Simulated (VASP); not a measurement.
Input of a VASP 6.6.1 run:

Contents of INCAR:

```
SYSTEM = C
PREC = Accurate
ENCUT = 520
EDIFF = 1E-6
ISMEAR = 0
SIGMA = 0.05
LREAL = .False.
LASPH = .True.
NELM = 80
ALGO = Normal
ISIF = 2
LWAVE = .False.
LCHARG = .True.
GGA = PE
IVDW = 12
LELF = .True.
LVHAR = .True.
NBANDS = 11
```

KPOINTS

```
Automatic mesh
0
Gamma
  15 15 15
  0 0 0
```

POSCAR

```
C
1.0
    1.2324809262      0.7115731945      3.3609366220
   -1.2324809262      0.7115731945      3.3609366220
    0.0000000000     -1.4231463891      3.3609366220
C
2
Direct
    0.1665508604      0.1665508604      0.1454708084
    0.8334491396      0.8334491396      0.8545291916
```

Potentials or basis: VASP PAW PBE potentials, release 64 (C).

The run is started by

```bash
$ cat potpaw_PBE.64/C/POTCAR > POTCAR
$ mpirun -np 1 vasp_std > vasp.out
```

(1) Predict the dispersion energy per atom.

(2) Predict the pressure.

(3) What does it give for the band gap on the k mesh?

(4) What does it give for the largest force?

Answers

(1) -0.156 eV.

(2) 0.7 GPa.

(3) 0.27 eV, direct.

(4) 3.693 eV/Å.

Caveat: the cell differs from its parent crystal (mode 4 frozen in at -0.071 Å and mode 6 at +0.030 Å (largest displacements)); forces of over 1 eV/Å act on the atoms, so gaps and moduli don't describe the material at rest.
